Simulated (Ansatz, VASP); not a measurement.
## Two plane-wave programs on AlIn3As4

```
Al In As
1.0
     4.31305    0.00000    0.00000
     0.00000    4.31305    0.00000
     0.00000    0.00000   12.05577
Al In As
1 3 4
Direct
  0.00000 0.00000 0.00000
  0.50000 0.50000 0.24032
  0.00000 0.00000 0.50000
  0.50000 0.50000 0.75968
  0.50000 0.00000 0.10898
  0.00000 0.50000 0.37015
  0.50000 0.00000 0.62985
  0.00000 0.50000 0.89102
```

Alike in both runs: functional PBE; k mesh 4 × 4 × 2; occupations gaussian, width 0.1 eV; no spin polarisation.

Ansatz relaxed the structure, and its values are those at the end. VASP's run is a single point on that final structure, the one shown.

```csv
,VASP,Ansatz
version,VASP 6.6.1,Ansatz 0.2.0
potentials or method,"VASP PAW PBE potentials, release 64 (Al, In_d, As), cutoff 520 eV","scalar-relativistic, plane waves, PAW"
valence electrons in the cell,62,102
```

|  | VASP | Ansatz | Ansatz less VASP |
| --- | --- | --- | --- |
| gap on the k mesh at the Fermi level (eV) | none | none | - |
| pressure (GPa) | 0.0 | 0.0 | -0.06 |
| rms of the force components (eV/Å) | 0.004 | 0.004 | -0.0004 |

A gap of «none» marks a metal or a gap that the smearing closes. VASP's potentials hold 62 valence electrons a cell and Ansatz's 102, so a difference there can come from the potentials and not from the codes.

The k mesh is coarse, so the values compare programs but aren't converged.
